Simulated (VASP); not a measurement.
Runs of VASP 6.6.1 on BeS. The structure is that of space group F-43m (No. 216), or close to it. The cells are those of the table. 

```csv
task,cell,cutoff (eV),smearing,gap on the mesh (eV),pressure (GPa)
single point,"a = 3.444 Å, angles 60.0°, 2 atoms",520,fermi-dirac 0.03 eV,(c),0.3
single point,"a = 3.325 Å, angles 60.0°, 2 atoms",600,gaussian 0.005 eV,(a),12.5
electric field gradients,"a = 2.822 Å, angles 60.0°, 2 atoms",520,fermi-dirac 0.03 eV,(b),168.7
electric field gradients,"a = 2.733 Å, angles 60.0°, 2 atoms",520,fermi-dirac 0.03 eV,0.52,231.6
```

Alike in all rows: level PBE; potentials or basis VASP PAW PBE potentials, release 64 (Be, S); no spin polarisation; k mesh 10 × 10 × 10.

Task: Fill in the values left out.

Result: (a) 2.88; (b) 0.99; (c) 3.14.

A k mesh can miss the band edges.
